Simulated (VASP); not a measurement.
Here is a VASP 6.6.1 calculation.

Contents of INCAR:

```
SYSTEM = C9O
PREC = Accurate ; ENCUT = 520
EDIFF = 1E-6 ; ISMEAR = 0
SIGMA = 0.05 ; LREAL = .FALSE.
LASPH = .TRUE. ; NELM = 100
ALGO = Normal ; ISIF = 2
LWAVE = .FALSE. ; LCHARG = .FALSE.
LDIPOL = .TRUE. ; IDIPOL = 3
DIPOL = 0.5 0.5 0.482 ; GGA = PS
NBANDS = 32
```

File KPOINTS:

```
Automatic mesh
0
G
  12 12 1
  0 0 0
```

Contents of POSCAR:

```
C9O
1.0
    2.5129226041      0.0000000000      0.0000000000
   -1.2564613021      2.1762548129      0.0000000000
    0.0000000000      0.0000000000     26.8183263218
C O
9 1
Direct
    0.3333333334      0.6666666667      0.3169474447
    0.0000000000      0.0000000000      0.3360742229
    0.0000000000      0.0000000000      0.3934545574
    0.6666666666      0.3333333333      0.4125813356
    0.6660108184      0.3320216368      0.4701071739
    0.3325937609      0.6651875219      0.4891900999
    0.3322843027      0.6645686054      0.5466892797
   -0.0011898598     -0.0023797195      0.5668449308
   -0.0020839985     -0.0041679970      0.6216463086
   -0.0024851651     -0.0049703302      0.6655373025
```

Potentials or basis: VASP PAW PBE potentials, release 64 (C, O).

The run is started by

```sh
$ cat potpaw_PBE.64/C/POTCAR potpaw_PBE.64/O/POTCAR > POTCAR
$ mpirun -np 1 vasp_std > vasp.out
```

Q: Predict the band gap on the k mesh.

A: Zero (band 21 reaches 0.36 eV, above the bottom of band 22 at 0.15 eV).

Q: What does it give for the largest force?

A: 4.577 eV/Å.

Forces on the atoms (eV/Å):
```
C    0.000 -0.001  4.034
C    0.000  0.000 -4.577
C    0.000 -0.001  0.747
C    0.000 -0.021 -0.247
C    0.000  0.008 -0.004
C    0.000  0.000  0.005
C    0.000 -0.007 -0.005
C    0.000  0.005  0.020
C    0.000  0.007 -0.735
O    0.000  0.009  0.764
```

Caveat: the PAW data sets were made with another functional, which shifts forces and pressure a little.
